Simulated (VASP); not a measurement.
# Ga (Cmcm) in VASP: notebook, part 2 of 2

VASP 6.6.1.

## (3) Electric field gradients, PBE (18.31 Å³/atom)

This run uses another cell than the first one, of 18.31 Å³/atom.

The input, INCAR:

```
ALGO = Normal
EDIFF = 1E-8
ENCUT = 520
GGA = PE
ISIF = 2
ISMEAR = -1
LASPH = True
LCHARG = False
LEFG = True
LREAL = False
LWAVE = False
NBANDS = 20
NELM = 100
PREC = Accurate
SIGMA = 0.05
```

The input, KPOINTS:

```
k-points
0
Gamma
  15 15 13
```

The input, POSCAR:

```
Ga
1.0
    1.4402681632     -4.0377172988      0.0000000000
    1.4402681632      4.0377172988      0.0000000000
    0.0000000000      0.0000000000      3.1487241912
Ga
2
Direct
    0.8670000000      0.1330000000      0.2500000000
    0.1330000000      0.8670000000      0.7500000000
```

Potentials or basis: VASP PAW PBE potentials, release 64 (Ga_d).

Launch:

```console
cat potpaw_PBE.64/Ga_d/POTCAR > POTCAR
mpirun -np 1 vasp_std > vasp.out
```

OUTCAR:

```text
EDIFF = 1E-8
   ENCUT = 520
   GGA = PE
   ISIF = 2
   ISMEAR = -1
   LASPH = True
   LREAL = False
   NELM = 100
   PREC = Accurate

 ion  position               nearest neighbor table
   1  0.867  0.133  0.250-   2 2.66   2 2.66   2 2.85   2 2.85   2 2.85   2 2.85
   2  0.133  0.867  0.750-   1 2.66   1 2.66   1 2.85   1 2.85   1 2.85   1 2.85

  LATTYP: Found a base centered orthorhombic cell.
 ALAT       =     2.8805363264
 B/A-ratio  =     2.8034482758
 C/A-ratio  =     1.0931034483

  Lattice vectors:

 A1 = (   1.4402681632,  -4.0377172988,   0.0000000000)
 A2 = (   1.4402681632,   4.0377172988,   0.0000000000)
 A3 = (   0.0000000000,   0.0000000000,   3.1487241912)

Analysis of symmetry for initial positions (statically):
=====================================================================
 Subroutine PRICEL returns:
 Original cell was already a primitive cell.

 Routine SETGRP: Setting up the symmetry group for a
 base centered orthorhombic supercell.

 Subroutine GETGRP returns: Found  8 space group operations
 (whereof  4 operations were pure point group operations)
 out of a pool of  8 trial point group operations.

The static configuration has the point symmetry C_2h.
 The point group associated with its full space group is D_2h.

Analysis of symmetry for dynamics (positions and initial velocities):
=====================================================================
 Subroutine PRICEL returns:
 Original cell was already a primitive cell.

 Routine SETGRP: Setting up the symmetry group for a
 base centered orthorhombic supercell.

 Subroutine GETGRP returns: Found  8 space group operations
 (whereof  4 operations were pure point group operations)
 out of a pool of  8 trial point group operations.

The dynamic configuration has the point symmetry C_2h.
 The point group associated with its full space group is D_2h.

 Subroutine INISYM returns: Found  8 space group operations
 (whereof  4 operations are pure point group operations),
 and found     1 'primitive' translations

----------------------------------------------------------------------------------------

                                     Primitive cell

  volume of cell :      36.6222

  direct lattice vectors                    reciprocal lattice vectors
     1.440268163 -4.037717299  0.000000000     0.347157573 -0.123832345  0.000000000
     1.440268163  4.037717299  0.000000000     0.347157573  0.123832345  0.000000000
     0.000000000  0.000000000  3.148724191     0.000000000  0.000000000  0.317588947

  length of vectors
     4.286902538  4.286902538  3.148724191     0.368582189  0.368582189  0.317588947

  position of ions in fractional coordinates (direct lattice)
     0.867000000  0.133000000  0.250000000
     0.133000000  0.867000000  0.750000000

  ion indices of the primitive-cell ions
[... 70 lines left out ...]
   LNONCOLLINEAR =      F non collinear calculations
   LSORBIT =      F    spin-orbit coupling
   LASPH  =      T    aspherical Exc in radial PAW
   ENCUT  =  520.0 eV  38.22 Ry    6.18 a.u.   7.97  7.97  5.85*2*pi/ulx,y,z
   NELM   =    100;   NELMIN=  2; NELMDL= -5     # of ELM steps
   EDIFF  = 0.1E-07   stopping-criterion for ELM
   LREAL  =      F    real-space projection
   EDIFFG = 0.1E-06   stopping-criterion for IOM
   NSW    =      0    number of steps for IOM
   IBRION =     -1    ionic relax: 0-MD 1-quasi-New 2-CG
   NFREE  =      0    steps in history (QN), initial steepest desc. (CG)
   ISIF   =      2    stress and relaxation
   ISYM   =      2    0-nonsym 1-usesym 2-fastsym
   POTIM  = 0.5000    time-step for ionic-motion
   TEBEG  =    0.0;   TEEND  =   0.0 temperature during run
   PSTRESS=    0.0 pullay stress
   NELECT =      26.0000    total number of electrons
   NUPDOWN=      -1.0000    fix difference up-down
   EMIN   =  10.00;   EMAX   =-10.00  energy-range for DOS
   EFERMI =   0.00;   METHOD = LEGACY
   ISMEAR =    -1;   SIGMA  =   0.05  broadening in eV -4-tet -1-fermi 0-gaus
   EFERMI_NEDOS =   21; number of points for ismear=-14 and -15
   IALGO  =     38    algorithm
   IMIX   =      4    mixing-type and parameters
     AMIX     =   0.40;   BMIX     =  1.00
     AMIX_MAG =   1.60;   BMIX_MAG =  1.00
  volume/ion in A,a.u.               =      18.31       123.57
  Fermi-wavevector in a.u.,A,eV,Ry     =   1.460443  2.759837 29.019787  2.132894
  Thomas-Fermi vector in A             =   2.576892
   LORBIT       =      0    0 simple, 1 ext, 2 COOP (PROOUT), +10 PAW based schemes
   GGA     = PE    functional components
   LHFCALC =     F    Hartree Fock is set to
   AEXX    =    0.0000 exact exchange contribution
   IVDW    =     0    specifies the selected vdW correction
   LEPSILON=     F    determine dielectric tensor
   LRPA    =     F    only Hartree local field effects (RPA)
 non-spin polarized calculation
  energy-cutoff  :      520.00
  volume of cell :       36.62
 maximum number of plane-waves:      1006
   NGX = 15   NGY = 15   NGZ = 11

 number of electron      25.9999991 magnetization

 Free energy of the ion-electron system (eV)
  ---------------------------------------------------
  ext. energy  EPLUGINS =         0.00000000
  ---------------------------------------------------
  free energy    TOTEN  =        -5.75131094 eV

  energy without entropy =       -5.74470012  energy(sigma->0) =       -5.74800553

 E-fermi :   5.8425     XC(G=0): -11.1209

 val. band max:        5.8211176068   @ k =  -0.2000   0.0667   0.1538
 cond. band min:       5.8437594836   @ k =   0.0667   0.0000   0.3846
 fundamental gap:      0.0226418768
 Fermi energy:         5.8425367246

 k-point     1 :       0.0000    0.0000    0.0000
  band No.  band energies     occupation
      1      -9.3902      2.00000
      2      -9.3624      2.00000
      3      -9.2885      2.00000
      4      -9.2756      2.00000
      5      -9.0743      2.00000
      6      -9.0574      2.00000
[... 541 lines left out ...]
     19      19.1306      0.00000
     20      20.6736      0.00000

 [... further k-points ...]
[... 5 lines left out ...]
  --------------------------------------------------------------------------------------
  -------------------------------------------------------------------------------------
  Total        0.2596631      0.7925411      0.8952787      0.0000000      0.0000000      0.0000000
  in kB       11.3599614     34.6727653     39.1674168      0.0000000      0.0000000      0.0000000
  external PRESSURE =      28.4000478 kB  Pullay stress =       0.0000000 kB

 VOLUME and BASIS-vectors are now :
 -----------------------------------------------------------------------------
  energy-cutoff  :      520.00
  volume of cell :       36.62
      direct lattice vectors                 reciprocal lattice vectors
     1.440268163 -4.037717299  0.000000000     0.347157573 -0.123832345  0.000000000
     1.440268163  4.037717299  0.000000000     0.347157573  0.123832345  0.000000000
     0.000000000  0.000000000  3.148724191     0.000000000  0.000000000  0.317588947

 POSITION                                       TOTAL-FORCE (eV/Angst)
 -----------------------------------------------------------------------------------
      1.44027     -2.96368      0.78718         0.000000      0.211493      0.000000
      1.44027      2.96368      2.36154         0.000000     -0.211493     -0.000000
 -----------------------------------------------------------------------------------
    total drift:                                0.000000      0.000000     -0.000000

  FREE ENERGIE OF THE ION-ELECTRON SYSTEM (eV)
  ---------------------------------------------------
  free  energy   TOTEN  =        -5.7513109447 eV

  energy  without entropy=       -5.7447001244  energy(sigma->0) =       -5.74800553

 Electric field gradients (V/A^2)
---------------------------------------------------------------------
 ion       V_xx      V_yy      V_zz      V_xy      V_xz      V_yz
---------------------------------------------------------------------
   1       6.836   -24.437    17.601    -0.000     0.000    -0.000
   2       6.836   -24.437    17.601     0.000     0.000     0.000
---------------------------------------------------------------------

 Electric field gradients after diagonalization (V/A^2)
 (convention: |V_zz| > |V_xx| > |V_yy|)
----------------------------------------------------------------------
 ion       V_xx      V_yy      V_zz     asymmetry (V_yy - V_xx)/ V_zz
----------------------------------------------------------------------
   1      17.601     6.836   -24.437       0.441
   2      17.601     6.836   -24.437       0.441
----------------------------------------------------------------------

           NMR quadrupolar parameters

 Cq : quadrupolar parameter    Cq=e*Q*V_zz/h
 eta: asymmetry parameters     (V_yy - V_xx)/ V_zz
 Q  : nuclear electric quadrupole moment in mb (millibarn)
----------------------------------------------------------------------
 ion       Cq(MHz)       eta       Q (mb)
----------------------------------------------------------------------
   1      -0.059       0.441       1.000
   2      -0.059       0.441       1.000
----------------------------------------------------------------------
```

Run time: 7 min. Hardware: 1 thread of Oxide Virtual Turin-like, shared host; peak memory 0.34 GiB.

Results:

```yaml
Free_energy: -5.7513 eV
Pressure: 2.8 GPa
Largest_force: 0.211 eV/Å
Band_gap_on_the_k_mesh: zero (bands 13 and 14 overlap by 8.87 eV)
Largest_electric_field_gradient_by_atom: Ga -24.4 V/Å²
```

Forces in eV/Å, atoms in the order of the input:
```
Ga   0.000  0.211  0.000
Ga   0.000 -0.211  0.000
```

Levels at points of the mesh, in eV from the Fermi level:
```csv
k point,band 9,band 10,band 11,band 12,band 13,band 14,band 15,band 16,band 17,band 18
"(0.00, 0.00, 0.00)",-14.85,-14.69,-11.40,-2.33,-1.53,2.92,6.64,7.95,8.90,10.64
```

Electric field gradients, principal values (V/Å²):
| atom | least | middle | greatest (by size) |
| --- | --- | --- | --- |
| 1 Ga | 6.836 | 17.601 | -24.437 |
| 2 Ga | 6.836 | 17.601 | -24.437 |

Caveat: without QUAD_EFG the Cq values of the log hold for a quadrupole moment of 1 mb, not for the nuclei.

The gap in the log of VASP goes by the Fermi energy; the results here count the filled bands.